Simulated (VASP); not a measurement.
A run of VASP 6.6.1 is set up as follows.

INCAR

```
PREC = Accurate
ENCUT = 600
EDIFF = 1E-7
ISMEAR = -1
SIGMA = 0.1
LREAL = F
LASPH = T
NELM = 120
ALGO = Normal
ISIF = 3
LWAVE = F
LCHARG = F
GGA = PE
IBRION = 2
NSW = 80
EDIFFG = -0.02
PSTRESS = 450.0
GGA_COMPAT = F
NELMIN = 4
```

Contents of KPOINTS:

```
regular mesh
0
Gamma
  9 9 9
```

POSCAR

```
Re
1.0
   -1.5450000000      1.5450000000      1.5450000000
    1.5450000000     -1.5450000000      1.5450000000
    1.5450000000      1.5450000000     -1.5450000000
Re
1
Direct
    0.0000000000      0.0000000000      0.0000000000
```

Potentials or basis: VASP PAW PBE potentials, release 64 (Re).

Run with:

```console
$ cat potpaw_PBE.64/Re/POTCAR > POTCAR
$ mpirun -np 1 vasp_std > vasp.out
```

(1) What does it give for the relaxed volume?

(2) Estimate the band gap on the k mesh.

(3) Predict the relaxed cell.

## Answers

(1) 13.66 Å³/atom.

(2) zero (an odd number of electrons rules out a gap without spin polarisation).

(3) a = 2.608 Å, b = 2.608 Å, c = 2.608 Å, α = 109.47°, β = 109.47°, γ = 109.47°.

Caveat: the cell is relaxed towards a set pressure, so the run minimises the enthalpy, not the energy; spin-orbit coupling is left out, which moves the levels of the heavy elements.
